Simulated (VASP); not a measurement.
AgCl, 2 atoms in the cell. The structure is trigonal, space group R-3m (No. 166). The conventional cell has a = 4.706 Å, b = 4.706 Å, c = 6.245 Å, α = 90.00°, β = 90.00°, γ = 120.00°. Ag (site symmetry -3m) has 8 Cl at 2.91 to 3.12 Å and 6 Ag at 3.42 Å within 3.8 Å. Cl (site symmetry -3m) has 8 Ag at 2.91 to 3.12 Å and 6 Cl at 3.42 Å within 3.8 Å. 

| Item | Value |
| --- | --- |
| Program | VASP 6.6.1 |
| Task | single point |
| Functional | PBEsol |
| Potentials or basis | VASP PAW PBE potentials, release 64 (Ag, Cl) |
| Cutoff | 520 eV |
| k mesh | 12 × 12 × 12 |
| Occupations | gaussian, width 0.05 eV |
| Spin | no spin polarisation |
| Dipole correction | no |
| Further INCAR settings | ALGO = Normal; EDIFF = 1e-06; NBANDS = 16 |

Potentials or basis: VASP PAW PBE potentials, release 64 (Ag, Cl).

Launch:

```bash
$ cat potpaw_PBE.64/Ag/POTCAR potpaw_PBE.64/Cl/POTCAR > POTCAR
$ mpirun -np 1 vasp_std > vasp.out
```

Hardware: 1 thread of Intel(R) Xeon(R) Platinum 8488C (Sapphire Rapids), on a shared host.

Question: How long does it take, and how much memory?

Answer: It took 2.1 min on 1 thread of Intel(R) Xeon(R) Platinum 8488C (Sapphire Rapids), with other jobs on the host, peak memory 0.24 GiB. Counts: scf iterations 12, k points 189.
